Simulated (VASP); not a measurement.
A run of VASP 6.6.1 is set up as follows.

File INCAR:

```
SYSTEM = ZrB26N27
  PREC = Accurate
  ENCUT = 520
  EDIFF = 1E-6
  ISMEAR = -1
  SIGMA = 0.05
  LREAL = Auto
  LASPH = .TRUE.
  NELM = 60
  ALGO = Normal
  ISIF = 2
  LWAVE = .FALSE.
  LCHARG = .TRUE.
  GGA = PS
  LELF = .TRUE.
  LVHAR = .TRUE.
  NELECT = 224.0
  ISYM = 0
  NBANDS = 146
```

The input KPOINTS:

```
Automatic mesh
0
Gamma
  1 1 1
  0.25 0.25 0.25
```

File POSCAR:

```
ZrB26N27
1.0
    0.0000000000      5.4086930000      5.4086930000
    5.4086930000      0.0000000000      5.4086930000
    5.4086930000      5.4086930000      0.0000000000
B N Zr
26 27 1
Direct
    0.0003570000      0.9993480000      0.0009990000
    0.6681010000      0.9990330000      0.0002860000
    0.0000350000      0.6671230000      0.0002680000
    0.0010900000      0.0000760000      0.6661420000
    0.3368320000      0.3358830000      0.3206170000
    0.6675660000      0.6665910000      0.9997510000
    0.6749580000      0.9905710000      0.6680690000
    0.9915940000      0.6739780000      0.6680470000
    0.6672140000      0.6662550000      0.6651130000
    0.0011960000      0.0002040000      0.3333730000
    0.3347830000      0.3338320000      0.0026440000
    0.6688290000      0.9993470000      0.3325320000
    0.0003530000      0.6678610000      0.3325150000
    0.6680840000      0.6671290000      0.3322210000
    0.9915560000      0.3349390000      0.0071110000
    0.3339700000      0.0000810000      0.3332560000
    0.6672010000      0.3319540000      0.9994170000
    0.9884230000      0.3358970000      0.6690320000
    0.3358890000      0.6739620000      0.3237560000
    0.6704580000      0.3338220000      0.6669710000
    0.3358820000      0.9905780000      0.0071430000
    0.0010790000      0.3330110000      0.3332280000
    0.3329230000      0.6662490000      0.9994000000
    0.3368570000      0.9874370000      0.6690280000
    0.6749320000      0.3349240000      0.3237490000
    0.3347880000      0.6694920000      0.6669750000
    0.0848550000      0.0838870000      0.0824090000
    0.7513040000      0.0834180000      0.0834860000
    0.0844170000      0.7503270000      0.0834700000
    0.0856990000      0.0847350000      0.7512880000
    0.4391590000      0.4382260000      0.3595220000
    0.7510930000      0.7500900000      0.0832840000
    0.7516090000      0.0830570000      0.7505670000
    0.0840570000      0.7506230000      0.7505430000
    0.7512930000      0.7502690000      0.7493430000
    0.0848860000      0.0839080000      0.4170780000
    0.4171260000      0.4161740000      0.0808860000
    0.7502290000      0.0838890000      0.4170350000
    0.0848810000      0.7492510000      0.4170340000
    0.4295340000      0.4285930000      0.7617200000
    0.7513160000      0.7503130000      0.4165860000
    0.0840450000      0.4174220000      0.0837680000
    0.4191300000      0.0847070000      0.4178720000
    0.7512550000      0.4162080000      0.0834470000
    0.0272900000      0.4382620000      0.7713520000
    0.4183750000      0.7506180000      0.4162260000
    0.7486810000      0.4161780000      0.7493210000
    0.4183790000      0.0830580000      0.0837910000
    0.0856900000      0.4181740000      0.4178670000
    0.4171620000      0.7502760000      0.0834680000
    0.4391890000      0.0263230000      0.7713750000
    0.7515960000      0.4174140000      0.4162240000
    0.4171370000      0.7477120000      0.7493190000
    0.3256920000      0.3247170000      0.6579240000
```

Potentials or basis: VASP PAW PBE potentials, release 64 (B, N, Zr_sv).

Run with:

```bash
$ cat potpaw_PBE.64/B/POTCAR potpaw_PBE.64/N/POTCAR potpaw_PBE.64/Zr_sv/POTCAR > POTCAR
$ mpirun -np 1 vasp_std > vasp.out
```

Task: What does it give for the largest force?

Result: 1.364 eV/Å.

Forces in eV/Å, atoms in the order of the input:
```
B    0.085  0.078  0.091
B    0.104  0.110  0.105
B    0.112  0.104  0.104
B    0.130  0.123  0.141
B    0.155  0.159  0.258
B    0.100  0.102  0.101
B    0.043  0.186  0.084
B    0.190  0.036  0.081
B    0.109  0.114  0.103
B    0.108  0.104  0.108
B    0.083  0.087 -0.025
B    0.090  0.079  0.083
B    0.080  0.089  0.080
B    0.100  0.105  0.110
B    0.188  0.083  0.037
B    0.140  0.125  0.127
B    0.110  0.104  0.114
B    0.256  0.153  0.154
B    0.084  0.040  0.188
B   -0.026  0.086  0.085
B    0.082  0.187  0.041
B    0.127  0.141  0.122
B    0.102  0.114  0.113
B    0.158  0.256  0.158
B    0.041  0.084  0.187
B    0.083 -0.026  0.086
N   -0.060 -0.061 -0.089
N   -0.113 -0.103 -0.113
N   -0.102 -0.114 -0.115
N   -0.115 -0.112 -0.161
N   -0.359 -0.349 -0.459
N   -0.107 -0.111 -0.105
N   -0.073 -0.139 -0.133
N   -0.134 -0.071 -0.132
N   -0.076 -0.087  0.000
N   -0.110 -0.112 -0.106
N   -0.122 -0.120 -0.060
N   -0.090 -0.058 -0.061
N   -0.058 -0.094 -0.062
N   -0.160 -0.155 -0.161
N   -0.110 -0.115 -0.103
N   -0.139 -0.131 -0.075
N   -0.157 -0.115 -0.115
N   -0.083  0.001 -0.085
N   -0.463 -0.346 -0.358
N   -0.130 -0.071 -0.135
N   -0.061 -0.118 -0.121
N   -0.131 -0.140 -0.071
N   -0.117 -0.158 -0.118
N   -0.002 -0.085 -0.077
N   -0.355 -0.455 -0.354
N   -0.074 -0.131 -0.138
N   -0.118 -0.059 -0.118
Zr   0.786  0.788  0.789
```

Caveat: the cell carries a net charge on a neutralising background, which shifts energy and pressure; the PAW data sets were made with another functional, which shifts forces and pressure a little.
